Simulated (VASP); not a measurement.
# Ta2N in VASP: notebook, part 2 of 3

VASP 6.6.1. Earlier steps stand in the parts before.

### Step 3. Single point, PBEsol

This run uses another cell than the first one, of 13.62 Å³/atom.

INCAR reads:

```
  PREC = Accurate
  ENCUT = 520
  EDIFF = 1E-6
  ISMEAR = -1
  SIGMA = 0.02
  LREAL = False
  LASPH = True
  NELM = 80
  ALGO = Normal
  ISIF = 2
  LWAVE = False
  LCHARG = True
  GGA = PS
  LELF = True
  LVHAR = True
  NBANDS = 20
```

KPOINTS reads:

```
regular mesh
0
Gamma
  15 15 9
```

POSCAR reads:

```
Ta2N
1.0
    3.1128615060      0.0000000000      0.0000000000
   -1.5564307530      2.6958171426      0.0000000000
    0.0000000000      0.0000000000      4.8698410000
Ta N
2 1
Direct
    0.3333333333      0.6666666667      0.2547110000
    0.6666666667      0.3333333333      0.7452890000
    0.0000000000      0.0000000000      0.0000000000
```

Potentials or basis: VASP PAW PBE potentials, release 64 (Ta_pv, N).

The run is started by

```
cat potpaw_PBE.64/Ta_pv/POTCAR potpaw_PBE.64/N/POTCAR > POTCAR
mpirun -np 1 vasp_std > vasp.out
```

OUTCAR:

```text
PREC = Accurate
   ENCUT = 520
   EDIFF = 1E-6
   ISMEAR = -1
   LREAL = False
   LASPH = True
   NELM = 80
   ISIF = 2
   GGA = PS

 ion  position               nearest neighbor table
   1  0.333  0.667  0.255-   3 2.18   3 2.18   3 2.18   2 2.99   2 2.99   2 2.99   2 3.06   2 3.06
                             2 3.06
   2  0.667  0.333  0.745-   3 2.18   3 2.18   3 2.18   1 2.99   1 2.99   1 2.99   1 3.06   1 3.06
                             1 3.06
   3  0.000  0.000  0.000-   1 2.18   2 2.18   1 2.18   2 2.18   2 2.18   1 2.18

  LATTYP: Found a hexagonal cell.
 ALAT       =     3.1128615060
 C/A-ratio  =     1.5644258476

  Lattice vectors:

 A1 = (   3.1128615060,   0.0000000000,   0.0000000000)
 A2 = (  -1.5564307530,   2.6958171426,   0.0000000000)
 A3 = (   0.0000000000,   0.0000000000,   4.8698410000)

Analysis of symmetry for initial positions (statically):
=====================================================================
 Subroutine PRICEL returns:
 Original cell was already a primitive cell.

 Routine SETGRP: Setting up the symmetry group for a
 hexagonal supercell.

 Subroutine GETGRP returns: Found 12 space group operations
 (whereof 12 operations were pure point group operations)
 out of a pool of 24 trial point group operations.

The static configuration has the point symmetry D_3d.

Analysis of symmetry for dynamics (positions and initial velocities):
=====================================================================
 Subroutine PRICEL returns:
 Original cell was already a primitive cell.

 Routine SETGRP: Setting up the symmetry group for a
 hexagonal supercell.

 Subroutine GETGRP returns: Found 12 space group operations
 (whereof 12 operations were pure point group operations)
 out of a pool of 24 trial point group operations.

The dynamic configuration has the point symmetry D_3d.

 Subroutine INISYM returns: Found 12 space group operations
 (whereof 12 operations are pure point group operations),
 and found     1 'primitive' translations

----------------------------------------------------------------------------------------

                                     Primitive cell

  volume of cell :      40.8663

  direct lattice vectors                    reciprocal lattice vectors
     3.112861506  0.000000000  0.000000000     0.321247829  0.185472520  0.000000000
    -1.556430753  2.695817143  0.000000000     0.000000000  0.370945041  0.000000000
     0.000000000  0.000000000  4.869841000     0.000000000  0.000000000  0.205345513

  length of vectors
     3.112861506  3.112861506  4.869841000     0.370945041  0.370945041  0.205345513

  position of ions in fractional coordinates (direct lattice)
     0.333333333  0.666666667  0.254711000
     0.666666667  0.333333333  0.745289000
     0.000000000  0.000000000  0.000000000

  ion indices of the primitive-cell ions
   primitive index   ion index
                 1           1
                 2           2
                 3           3

----------------------------------------------------------------------------------------

 KPOINTS: regular mesh

Automatic generation of k-mesh.
 Grid dimensions read from file:
 generate k-points for:   15   15    9

 Generating k-lattice:

  Cartesian coordinates                     Fractional coordinates (reciprocal lattice)
     0.021416522  0.012364835  0.000000000     0.066666667  0.000000000  0.000000000
     0.000000000  0.024729669  0.000000000     0.000000000  0.066666667  0.000000000
     0.000000000  0.000000000  0.022816168     0.000000000  0.000000000  0.111111111

  Length of vectors
     0.024729669  0.024729669  0.022816168

  Shift w.r.t. Gamma in fractional coordinates (k-lattice)
     0.000000000  0.000000000  0.000000000

 Subroutine IBZKPT returns following result:
 ===========================================

 Found    211 irreducible k-points:

 Following reciprocal coordinates:
            Coordinates               Weight
  0.000000  0.000000  0.000000      1.000000
  0.066667  0.000000  0.000000      6.000000
  0.133333  0.000000  0.000000      6.000000
  0.200000  0.000000  0.000000      6.000000
  0.266667  0.000000  0.000000      6.000000
  0.333333 -0.000000  0.000000      6.000000
[... 16 lines left out ...]
  0.333333  0.200000  0.000000     12.000000
  0.400000  0.200000  0.000000      6.000000
 [... further k-points ...]
   k-points           NKPTS =    211   k-points in BZ     NKDIM =    211   number of bands    NBANDS=     20
   number of dos      NEDOS =    301   number of ions     NIONS =      3
   total plane-waves  NPLWV =  20736
   dimension x,y,z NGX =    24 NGY =   24 NGZ =   36
   dimension x,y,z NGXF=    48 NGYF=   48 NGZF=   72
   ions per type =               2   1
   NGX,Y,Z   is equivalent  to a cutoff of  12.82, 12.82, 12.29 a.u.
   NGXF,Y,Z  is equivalent  to a cutoff of  25.63, 25.63, 24.58 a.u.
 SYSTEM =  unknown system
   PREC   = accura    normal or accurate (medium, high low for compatibility)
   ISTART =      0    job   : 0-new  1-cont  2-samecut
   ICHARG =      2    charge: 1-file 2-atom 10-const
   ISPIN  =      1    spin polarized calculation?
   LNONCOLLINEAR =      F non collinear calculations
   LSORBIT =      F    spin-orbit coupling
   LASPH  =      T    aspherical Exc in radial PAW
   ENCUT  =  520.0 eV  38.22 Ry    6.18 a.u.   5.79  5.79  9.05*2*pi/ulx,y,z
   NELM   =     80;   NELMIN=  2; NELMDL= -5     # of ELM steps
   EDIFF  = 0.1E-05   stopping-criterion for ELM
   LREAL  =      F    real-space projection
   EDIFFG = 0.1E-04   stopping-criterion for IOM
   NSW    =      0    number of steps for IOM
   IBRION =     -1    ionic relax: 0-MD 1-quasi-New 2-CG
   NFREE  =      0    steps in history (QN), initial steepest desc. (CG)
   ISIF   =      2    stress and relaxation
   ISYM   =      2    0-nonsym 1-usesym 2-fastsym
   POTIM  = 0.5000    time-step for ionic-motion
   TEBEG  =    0.0;   TEEND  =   0.0 temperature during run
   PSTRESS=    0.0 pullay stress
   NELECT =      27.0000    total number of electrons
   NUPDOWN=      -1.0000    fix difference up-down
   EMIN   =  10.00;   EMAX   =-10.00  energy-range for DOS
   EFERMI =   0.00;   METHOD = LEGACY
   ISMEAR =    -1;   SIGMA  =   0.02  broadening in eV -4-tet -1-fermi 0-gaus
   EFERMI_NEDOS =   21; number of points for ismear=-14 and -15
   IALGO  =     38    algorithm
   IMIX   =      4    mixing-type and parameters
     AMIX     =   0.40;   BMIX     =  1.00
     AMIX_MAG =   1.60;   BMIX_MAG =  1.00
  volume/ion in A,a.u.               =      13.62        91.93
  Fermi-wavevector in a.u.,A,eV,Ry     =   1.425852  2.694469 27.661374  2.033054
  Thomas-Fermi vector in A             =   2.546192
   LORBIT       =      0    0 simple, 1 ext, 2 COOP (PROOUT), +10 PAW based schemes
   GGA     = PS    functional components
   LHFCALC =     F    Hartree Fock is set to
   AEXX    =    0.0000 exact exchange contribution
   IVDW    =     0    specifies the selected vdW correction
   LEPSILON=     F    determine dielectric tensor
   LRPA    =     F    only Hartree local field effects (RPA)
 non-spin polarized calculation
  energy-cutoff  :      520.00
  volume of cell :       40.87
 maximum number of plane-waves:      1115
   NGX = 11   NGY = 11   NGZ = 19

 number of electron      26.9999996 magnetization

 Free energy of the ion-electron system (eV)
  ---------------------------------------------------
  ext. energy  EPLUGINS =         0.00000000
  ---------------------------------------------------
  free energy    TOTEN  =       -36.45958370 eV

  energy without entropy =      -36.45807379  energy(sigma->0) =      -36.45882875

 E-fermi :   7.2692     XC(G=0): -12.9757

 val. band max:        7.2463419526   @ k =   0.3333   0.0667   0.4444
 cond. band min:       7.2702460635   @ k =   0.3333   0.2667   0.4444
 fundamental gap:      0.0239041109
 Fermi energy:         7.2691709295

 k-point     1 :       0.0000    0.0000    0.0000
  band No.  band energies     occupation
      1     -28.3358      2.00000
      2     -27.6195      2.00000
      3     -27.6195      2.00000
      4     -27.4933      2.00000
      5     -27.4933      2.00000
      6     -27.3739      2.00000
[... 12 lines left out ...]
     19       8.4529      0.00000
[... 513 lines left out ...]
      4     -27.8457      2.00000
      5     -27.7038      2.00000
      6     -27.6563      2.00000
[... 12 lines left out ...]
     19      11.5296      0.00000
     20      13.3276      0.00000

 [... further k-points ...]

------------------------ aborting loop because EDIFF is reached ----------------------------------------

  FORCE on cell =-STRESS in cart. coord.  units (eV):
  Direction    XX          YY          ZZ          XY          YZ          ZX
  --------------------------------------------------------------------------------------
  -------------------------------------------------------------------------------------
  Total       -2.3164267     -2.3164267     -2.0423494      0.0000000      0.0000000      0.0000000
  in kB      -90.8163688    -90.8163688    -80.0710681      0.0000000      0.0000000      0.0000000
  external PRESSURE =     -87.2346019 kB  Pullay stress =       0.0000000 kB

 VOLUME and BASIS-vectors are now :
 -----------------------------------------------------------------------------
  energy-cutoff  :      520.00
  volume of cell :       40.87
      direct lattice vectors                 reciprocal lattice vectors
     3.112861506  0.000000000  0.000000000     0.321247829  0.185472520  0.000000000
    -1.556430753  2.695817143  0.000000000     0.000000000  0.370945041  0.000000000
     0.000000000  0.000000000  4.869841000     0.000000000  0.000000000  0.205345513

 POSITION                                       TOTAL-FORCE (eV/Angst)
 -----------------------------------------------------------------------------------
     -0.00000      1.79721      1.24040         0.000000     -0.000000     -0.266686
      1.55643      0.89861      3.62944        -0.000000      0.000000      0.266686
      0.00000      0.00000      0.00000        -0.000000      0.000000      0.000000
 -----------------------------------------------------------------------------------
    total drift:                               -0.000000      0.000000      0.000000

  FREE ENERGIE OF THE ION-ELECTRON SYSTEM (eV)
  ---------------------------------------------------
  free  energy   TOTEN  =       -36.4595837037 eV

  energy  without entropy=      -36.4580737872  energy(sigma->0) =      -36.45882875
```

Run time: 2.9 min. Hardware: 1 thread of Intel Xeon 8259CL, shared host; peak memory 0.28 GiB.

Results:

| Quantity | Value |
| --- | --- |
| Free energy | -36.4596 eV |
| Pressure | -8.7 GPa |
| Largest force | 0.267 eV/Å |
| Band gap on the k mesh | zero (an odd number of electrons rules out a gap without spin polarisation) |

Forces in eV/Å, atoms in the order of the input:
```
Ta   0.000  0.000 -0.267
Ta   0.000  0.000  0.267
N    0.000  0.000  0.000
```

Caveat: the cell stands under tension; the PAW data sets were made with another functional, which shifts forces and pressure a little; spin-orbit coupling is left out, which moves the levels of the heavy elements.

(Continued in part 3 of 3.)
